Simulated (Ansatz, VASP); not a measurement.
**Ti2Al: VASP beside Ansatz**

Contents of INCAR:

```
SYSTEM = Ti2Al
ALGO = Fast
EDIFF = 1E-7
EDIFFG = -0.04
ENCUT = 600
GGA = PE
IBRION = 2
ISIF = 3
ISMEAR = 0
LASPH = .TRUE.
LCHARG = .FALSE.
LREAL = .FALSE.
LWAVE = .FALSE.
NELM = 60
NSW = 90
PREC = Accurate
SIGMA = 0.1
```

KPOINTS

```
k-points
0
G
  6 6 4
  0 0 0
```

Contents of POSCAR:

```
Ti2Al
1.0
    2.7351086300      0.0000000000      0.0000000000
    0.0000000000      2.7351086300      0.0000000000
    0.0000000000      0.0000000000      5.2256469500
Ti Al
2 1
Direct
    0.5000000000      0.5000000000      0.2700000100
    0.5000000000      0.5000000000      0.7299999900
    0.0000000000      0.0000000000      0.0000000000
```

Input for Ansatz:

```yaml
crystal:
  lattice:
    - [2.73510863, 0.0, 0.0]
    - [0.0, 2.73510863, 0.0]
    - [0.0, 0.0, 5.22564695]
  atoms:
    - { symbol: Ti, position: [0.5, 0.5, 0.27000001] }
    - { symbol: Ti, position: [0.5, 0.5, 0.72999999] }
    - { symbol: Al, position: [0.0, 0.0, 0.0] }
basis:
  ecutwfc: 420
kpoints:
  mp_grid: { grid: [6, 6, 4] }
hamiltonian:
  xc: pbe
scf:
  occupations: { method: gaussian, width: 0.1 }
  lower_state_search: "off"
output:
  forces: true
  stress: true
  eigenvalues: true
relax:
  adjacent_minimum: "off"
  f_tol: 0.04
  max_steps: 70
  cell: { stress_tol: 0.4 }
```

Change from the starting cell: species swapped into the FeSi2 type (P4/mmm, No. 123).

Alike in both runs: task relaxation of cell and atoms; functional PBE; k mesh 6 × 6 × 4; occupations gaussian, width 0.1 eV; no spin polarisation.

|  | VASP | Ansatz |
| --- | --- | --- |
| version | VASP 6.6.1 | Ansatz 0.2.0 |
| potentials or method | VASP PAW PBE potentials, release 64 (Ti_sv, Al), cutoff 600 eV | scalar-relativistic, plane waves, PAW |
| valence electrons in the cell | 27 | 27 |

|  | VASP | Ansatz | Ansatz less VASP |
| --- | --- | --- | --- |
| gap on the k mesh at the Fermi level, each at its own relaxed structure (eV) | none | none | - |
| relaxed volume (Å³/atom) | 17.38 | 17.45 | +0.071 |
| relaxed cell length with the largest relative difference (Å) | 6.709 | 6.744 | +0.0349 |

A gap of «none» marks a metal or a gap that the smearing closes.

The k mesh is coarse, so the values compare programs but aren't converged. Noted on VASP's run: the volume moved by over 15 % at a fixed basis, so the end points are rough.
